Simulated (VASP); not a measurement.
# Ca (Fm-3m) in VASP: single point with LDA

Aim: the single point of Ca with LDA.

All numbers are computed with VASP 6.6.1; they aren't measurements. Logs are shortened: lines on timing, memory, paths and dates and some standing lists are left out, and cuts for length are marked.

## 1. The cell of the first run

It takes space group Fm-3m (No. 225, cubic). Conventional cell: a = 5.554 Å, b = 5.554 Å, c = 5.554 Å, α = 90.00°, β = 90.00°, γ = 90.00°. Within 5.2 Å of Ca (site symmetry m-3m) lie 12 Ca at 3.93 Å.

## 2. Single point, LDA

Contents of INCAR:

```
PREC = Accurate
ENCUT = 520
EDIFF = 1E-7
ISMEAR = 0
SIGMA = 0.05
LREAL = F
LASPH = T
NELM = 80
ALGO = Normal
ISIF = 2
LWAVE = F
LCHARG = F
NBANDS = 11
```

Contents of KPOINTS:

```
Automatic mesh
0
Gamma
  14 14 14
```

Contents of POSCAR:

```
Ca
1.0
    0.0000000000      2.7770677578      2.7770677578
    2.7770677578      0.0000000000      2.7770677578
    2.7770677578      2.7770677578      0.0000000000
Ca
1
Direct
    0.0000000000      0.0000000000      0.0000000000
```

Potentials or basis: VASP PAW LDA potentials, release 64 (Ca_sv).

Started as:

```sh
$ cat potpaw_LDA.64/Ca_sv/POTCAR > POTCAR
$ mpirun -np 1 vasp_std > vasp.out
```

OUTCAR:

```text
PREC = Accurate
   ENCUT = 520
   EDIFF = 1E-7
   ISMEAR = 0
   LREAL = F
   LASPH = T
   NELM = 80
   ISIF = 2

 ion  position               nearest neighbor table
   1  0.000  0.000  0.000-

  LATTYP: Found a face centered cubic cell.
 ALAT       =     5.5541355156

  Lattice vectors:

 A1 = (   0.0000000000,   2.7770677578,   2.7770677578)
 A2 = (   2.7770677578,   0.0000000000,   2.7770677578)
 A3 = (   2.7770677578,   2.7770677578,   0.0000000000)

Analysis of symmetry for initial positions (statically):
=====================================================================
 Subroutine PRICEL returns:
 Original cell was already a primitive cell.

 Routine SETGRP: Setting up the symmetry group for a
 face centered cubic supercell.

 Subroutine GETGRP returns: Found 48 space group operations
 (whereof 48 operations were pure point group operations)
 out of a pool of 48 trial point group operations.

The static configuration has the point symmetry O_h .

Analysis of symmetry for dynamics (positions and initial velocities):
=====================================================================
 Subroutine PRICEL returns:
 Original cell was already a primitive cell.

 Routine SETGRP: Setting up the symmetry group for a
 face centered cubic supercell.

 Subroutine GETGRP returns: Found 48 space group operations
 (whereof 48 operations were pure point group operations)
 out of a pool of 48 trial point group operations.

The dynamic configuration has the point symmetry O_h .

 Subroutine INISYM returns: Found 48 space group operations
 (whereof 48 operations are pure point group operations),
 and found     1 'primitive' translations

----------------------------------------------------------------------------------------

                                     Primitive cell

  volume of cell :      42.8341

  direct lattice vectors                    reciprocal lattice vectors
     0.000000000  2.777067758  2.777067758    -0.180046021  0.180046021  0.180046021
     2.777067758  0.000000000  2.777067758     0.180046021 -0.180046021  0.180046021
     2.777067758  2.777067758  0.000000000     0.180046021  0.180046021 -0.180046021

  length of vectors
     3.927366887  3.927366887  3.927366887     0.311848856  0.311848856  0.311848856

  position of ions in fractional coordinates (direct lattice)
     0.000000000  0.000000000  0.000000000

  ion indices of the primitive-cell ions
   primitive index   ion index
                 1           1

----------------------------------------------------------------------------------------

 KPOINTS: Automatic mesh

Automatic generation of k-mesh.
 Grid dimensions read from file:
 generate k-points for:   14   14   14

 Generating k-lattice:

  Cartesian coordinates                     Fractional coordinates (reciprocal lattice)
    -0.012860430  0.012860430  0.012860430     0.071428571  0.000000000  0.000000000
     0.012860430 -0.012860430  0.012860430     0.000000000  0.071428571  0.000000000
     0.012860430  0.012860430 -0.012860430     0.000000000  0.000000000  0.071428571

  Length of vectors
     0.022274918  0.022274918  0.022274918

  Shift w.r.t. Gamma in fractional coordinates (k-lattice)
     0.000000000  0.000000000  0.000000000

 Subroutine IBZKPT returns following result:
 ===========================================

 Found    104 irreducible k-points:

 Following reciprocal coordinates:
            Coordinates               Weight
  0.000000  0.000000  0.000000      1.000000
  0.071429  0.000000  0.000000      8.000000
  0.142857  0.000000  0.000000      8.000000
  0.214286  0.000000  0.000000      8.000000
  0.285714  0.000000  0.000000      8.000000
  0.357143  0.000000  0.000000      8.000000
[... 16 lines left out ...]
  0.214286  0.142857  0.000000     24.000000
  0.285714  0.142857  0.000000     24.000000
 [... further k-points ...]
   k-points           NKPTS =    104   k-points in BZ     NKDIM =    104   number of bands    NBANDS=     11
   number of dos      NEDOS =    301   number of ions     NIONS =      1
   total plane-waves  NPLWV =  27000
   dimension x,y,z NGX =    30 NGY =   30 NGZ =   30
   dimension x,y,z NGXF=    60 NGYF=   60 NGZF=   60
   ions per type =               1
   NGX,Y,Z   is equivalent  to a cutoff of  12.70, 12.70, 12.70 a.u.
   NGXF,Y,Z  is equivalent  to a cutoff of  25.40, 25.40, 25.40 a.u.
 SYSTEM =  unknown system
   PREC   = accura    normal or accurate (medium, high low for compatibility)
   ISTART =      0    job   : 0-new  1-cont  2-samecut
   ICHARG =      2    charge: 1-file 2-atom 10-const
   ISPIN  =      1    spin polarized calculation?
   LNONCOLLINEAR =      F non collinear calculations
   LSORBIT =      F    spin-orbit coupling
   LASPH  =      T    aspherical Exc in radial PAW
   ENCUT  =  520.0 eV  38.22 Ry    6.18 a.u.   7.30  7.30  7.30*2*pi/ulx,y,z
   NELM   =     80;   NELMIN=  2; NELMDL= -5     # of ELM steps
   EDIFF  = 0.1E-06   stopping-criterion for ELM
   LREAL  =      F    real-space projection
   EDIFFG = 0.1E-05   stopping-criterion for IOM
   NSW    =      0    number of steps for IOM
   IBRION =     -1    ionic relax: 0-MD 1-quasi-New 2-CG
   NFREE  =      0    steps in history (QN), initial steepest desc. (CG)
   ISIF   =      2    stress and relaxation
   ISYM   =      2    0-nonsym 1-usesym 2-fastsym
   POTIM  = 0.5000    time-step for ionic-motion
   TEBEG  =    0.0;   TEEND  =   0.0 temperature during run
   PSTRESS=    0.0 pullay stress
   NELECT =      10.0000    total number of electrons
   NUPDOWN=      -1.0000    fix difference up-down
   EMIN   =  10.00;   EMAX   =-10.00  energy-range for DOS
   EFERMI =   0.00;   METHOD = LEGACY
   ISMEAR =     0;   SIGMA  =   0.05  broadening in eV -4-tet -1-fermi 0-gaus
   EFERMI_NEDOS =   21; number of points for ismear=-14 and -15
   IALGO  =     38    algorithm
   IMIX   =      4    mixing-type and parameters
     AMIX     =   0.40;   BMIX     =  1.00
     AMIX_MAG =   1.60;   BMIX_MAG =  1.00
  volume/ion in A,a.u.               =      42.83       289.06
  Fermi-wavevector in a.u.,A,eV,Ry     =   1.008041  1.904922 13.825525  1.016147
  Thomas-Fermi vector in A             =   2.140884
   LORBIT       =      0    0 simple, 1 ext, 2 COOP (PROOUT), +10 PAW based schemes
   GGA     = CA    functional components
   LHFCALC =     F    Hartree Fock is set to
   AEXX    =    0.0000 exact exchange contribution
   IVDW    =     0    specifies the selected vdW correction
   LEPSILON=     F    determine dielectric tensor
   LRPA    =     F    only Hartree local field effects (RPA)
 non-spin polarized calculation
 Gauss-broadening in eV      SIGMA  =   0.05
  energy-cutoff  :      520.00
  volume of cell :       42.83
 maximum number of plane-waves:      1185
 NGX is ok and might be reduce to    30
   NGX = 15   NGY = 15   NGZ = 15

 number of electron      10.0000000 magnetization

 number of electron       9.9999999 magnetization

 Free energy of the ion-electron system (eV)
  ---------------------------------------------------
  ext. energy  EPLUGINS =         0.00000000
  ---------------------------------------------------
  free energy    TOTEN  =        -2.17610191 eV

  energy without entropy =       -2.17405413  energy(sigma->0) =       -2.17507802

 E-fermi :   1.7173     XC(G=0):  -7.9165

 val. band max:        1.7006498450   @ k =  -0.4286   0.1429   0.0000
 cond. band min:       1.7199072789   @ k =  -0.4286   0.2143   0.0714
 fundamental gap:      0.0192574339
 Fermi energy:         1.7172834585

 k-point     1 :       0.0000    0.0000    0.0000
  band No.  band energies     occupation
      1     -39.8803      2.00000
      2     -21.0907      2.00000
      3     -21.0907      2.00000
      4     -21.0907      2.00000
      5      -2.2685      2.00000
      6       3.9129      0.00000
      7       3.9129      0.00000
      8       3.9129      0.00000
      9       4.9568      0.00000
     10       4.9568      0.00000
     11      10.8701      0.00000

 k-point     2 :       0.0714    0.0000    0.0000
  band No.  band energies     occupation
      1     -39.8796      2.00000
      2     -21.0977      2.00000
      3     -21.0917      2.00000
      4     -21.0917      2.00000
      5      -2.1818      2.00000
      6       3.8244      0.00000
      7       3.9461      0.00000
      8       3.9461      0.00000
      9       4.9289      0.00000
     10       4.9289      0.00000
     11      10.9695      0.00000

 k-point     3 :       0.1429    0.0000    0.0000
  band No.  band energies     occupation
      1     -39.8777      2.00000
      2     -21.1168      2.00000
      3     -21.0944      2.00000
      4     -21.0944      2.00000
      5      -1.9260      2.00000
      6       3.5850      0.00000
      7       4.0220      0.00000
      8       4.0220      0.00000
      9       4.8790      0.00000
     10       4.8790      0.00000
     11      10.6903      0.00000

 k-point     4 :       0.2143    0.0000    0.0000
  band No.  band energies     occupation
      1     -39.8750      2.00000
      2     -21.1444      2.00000
      3     -21.0982      2.00000
      4     -21.0982      2.00000
      5      -1.5146      2.00000
      6       3.2474      0.00000
      7       4.0642      0.00000
      8       4.0642      0.00000
      9       4.9040      0.00000
     10       4.9040      0.00000
     11       9.5388      0.00000
[... 239 lines left out ...]
 k-point    22 :       0.1429    0.1429    0.0000
  band No.  band energies     occupation
      1     -39.8769      2.00000
      2     -21.1160      2.00000
      3     -21.1002      2.00000
      4     -21.1002      2.00000
      5      -1.8131      2.00000
      6       3.5033      0.00000
      7       4.0989      0.00000
      8       4.0989      0.00000
      9       4.5319      0.00000
     10       5.0734      0.00000
     11      11.3759      0.00000

 k-point    23 :       0.2143    0.1429    0.0000
  band No.  band energies     occupation
      1     -39.8748      2.00000
      2     -21.1339      2.00000
      3     -21.1049      2.00000
      4     -21.1038      2.00000
      5      -1.5112      2.00000
      6       3.2856      0.00000
      7       4.1135      0.00000
      8       4.1909      0.00000
      9       4.4389      0.00000
     10       5.1337      0.00000
     11      10.5192      0.00000

 k-point    24 :       0.2857    0.1429    0.0000
  band No.  band energies     occupation
      1     -39.8722      2.00000
      2     -21.1587      2.00000
      3     -21.1097      2.00000
      4     -21.1082      2.00000
      5      -1.0640      2.00000
      6       3.0064      0.00000
      7       3.9013      0.00000
      8       4.2268      0.00000
      9       4.6505      0.00000
     10       5.2534      0.00000
     11       9.2884      0.00000

 [... further k-points ...]

------------------------ aborting loop because EDIFF is reached ----------------------------------------

  FORCE on cell =-STRESS in cart. coord.  units (eV):
  Direction    XX          YY          ZZ          XY          YZ          ZX
  --------------------------------------------------------------------------------------
  -------------------------------------------------------------------------------------
  Total       -0.5085557     -0.5085557     -0.5085557      0.0000000      0.0000000      0.0000000
  in kB      -19.0221536    -19.0221536    -19.0221536      0.0000000      0.0000000      0.0000000
  external PRESSURE =     -19.0221536 kB  Pullay stress =       0.0000000 kB

 VOLUME and BASIS-vectors are now :
 -----------------------------------------------------------------------------
  energy-cutoff  :      520.00
  volume of cell :       42.83
      direct lattice vectors                 reciprocal lattice vectors
     0.000000000  2.777067758  2.777067758    -0.180046021  0.180046021  0.180046021
     2.777067758  0.000000000  2.777067758     0.180046021 -0.180046021  0.180046021
     2.777067758  2.777067758  0.000000000     0.180046021  0.180046021 -0.180046021

 POSITION                                       TOTAL-FORCE (eV/Angst)
 -----------------------------------------------------------------------------------
      0.00000      0.00000      0.00000         0.000000      0.000000      0.000000
 -----------------------------------------------------------------------------------
    total drift:                               -0.000000     -0.000000      0.000000

  FREE ENERGIE OF THE ION-ELECTRON SYSTEM (eV)
  ---------------------------------------------------
  free  energy   TOTEN  =        -2.1761019090 eV

  energy  without entropy=       -2.1740541256  energy(sigma->0) =       -2.17507802
```

Wall time 35 s (1 thread of Intel Xeon Platinum 8375C at 2.90GHz (Ice Lake), shared host); peak memory 0.18 GiB.

What came out:

- Free energy: -2.1761 eV
- Pressure: -1.9 GPa
- Band gap on the k mesh: zero (band 5 reaches 1.87 eV, above the bottom of band 6 at 1.61 eV)
